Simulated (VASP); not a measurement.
# ZnSe: single point with r2SCAN

The system is ZnSe.

```
Zn Se
1.0
     0.00000    2.83242    2.83242
     2.83242    0.00000    2.83242
     2.83242    2.83242    0.00000
Zn Se
1 1
Direct
  0.00000 0.00000 0.00000
  0.25000 0.25000 0.25000
```

```yaml
Program: VASP 6.6.1
Task: single point
Functional: r2SCAN
Potentials_or_basis: VASP PAW PBE potentials, release 64 (Zn, Se)
Cutoff: 520 eV
k_mesh: 8 × 8 × 8
Occupations: gaussian, width 0.01 eV
Spin: no spin polarisation
```

```yaml
Pressure: 0.1 GPa
Band_gap_on_the_k_mesh: 1.87 eV, direct
```

Levels at points of the mesh, in eV from the valence-band top:
```csv
k point,band 6,band 7,band 8,band 9,band 10,band 11,band 12,band 13
"(0.00, 0.00, 0.00)",-6.29,0.00,0.00,0.00,1.87,6.31,6.32,6.32
"(0.50, 0.00, 0.00)",-6.13,-5.31,-0.89,-0.89,3.06,6.86,6.87,9.08
"(0.50, 0.50, 0.00)",-6.11,-4.80,-2.24,-2.24,3.33,3.87,11.52,12.08
```

Wall time 56 s on 1 thread of AMD EPYC 9R45 96-Core Processor (Zen 5), on a shared host, peak memory 0.15 GiB.

Caveat: the PAW data sets were made with another functional, which shifts forces and pressure a little. r2SCAN opens gaps a little over a GGA but as a rule still falls short of measured ones.
